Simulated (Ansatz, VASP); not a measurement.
## One calculation of MgB2, two programs

The input INCAR:

```
ALGO = Normal ; EDIFF = 1E-6
ENCUT = 520 ; GGA = PE
ISIF = 2 ; ISMEAR = 0
LASPH = T ; LCHARG = F
LREAL = F ; LWAVE = F
NBANDS = 17 ; NELM = 60
PREC = Accurate ; SIGMA = 0.1
```

KPOINTS

```
k-points
0
Gamma
  6 6 6
```

Contents of POSCAR:

```
MgB2
1.0
   -2.6683866200      2.6683866200      2.1425505500
    2.6683866200     -2.6683866200      2.1425505500
    2.6683866200      2.6683866200     -2.1425505500
Mg B
2 4
Direct
    0.7500000000      0.7500000000      0.0000000000
    0.2500000000      0.2500000000      0.0000000000
    0.3454360100      0.1545639900      0.5000000000
    0.1545639900      0.6545639900      0.8091279900
    0.8454360100      0.3454360100      0.1908720100
    0.6545639900      0.8454360100      0.5000000000
```

Input for Ansatz:

```yaml
crystal:
  lattice:
    - [-2.66838662, 2.66838662, 2.14255055]
    - [2.66838662, -2.66838662, 2.14255055]
    - [2.66838662, 2.66838662, -2.14255055]
  atoms:
    - { symbol: Mg, position: [0.75, 0.75, 0.0] }
    - { symbol: Mg, position: [0.25, 0.25, 0.0] }
    - { symbol: B, position: [0.34543601, 0.15456399, 0.5] }
    - { symbol: B, position: [0.15456399, 0.65456399, 0.80912799] }
    - { symbol: B, position: [0.84543601, 0.34543601, 0.19087201] }
    - { symbol: B, position: [0.65456399, 0.84543601, 0.5] }
basis:
  ecutwfc: 420
kpoints:
  mp_grid: { grid: [6, 6, 6] }
hamiltonian:
  xc: pbe
scf:
  occupations: { method: gaussian, width: 0.1 }
  lower_state_search: "off"
output:
  forces: true
  stress: true
  eigenvalues: true
```

Change from the starting cell: species swapped into the In2Ag type (I4/mcm, No. 140).

Alike in both runs: task single point; functional PBE; k mesh 6 × 6 × 6; occupations gaussian, width 0.1 eV; no spin polarisation.

|  | VASP | Ansatz |
| --- | --- | --- |
| version | VASP 6.6.1 | Ansatz 0.2.0 |
| potentials or method | VASP PAW PBE potentials, release 64 (Mg, B), cutoff 520 eV | scalar-relativistic, plane waves, PAW |
| valence electrons in the cell | 16 | 32 |

|  | VASP | Ansatz | Ansatz less VASP |
| --- | --- | --- | --- |
| gap on the k mesh at the Fermi level (eV) | none | none | - |
| pressure (GPa) | 24.1 | 23.7 | -0.36 |
| traceless stress, the component that is largest in VASP (GPa) | 20.95 | 20.78 | -0.166 |
| rms of the force components (eV/Å) | 0.687 | 0.683 | -0.0040 |

Atom by atom the forces differ by 0.004 eV/Å (rms over components). A gap of «none» marks a metal or a gap that the smearing closes. VASP's potentials hold 16 valence electrons a cell and Ansatz's 32, so a difference there can come from the potentials and not from the codes.
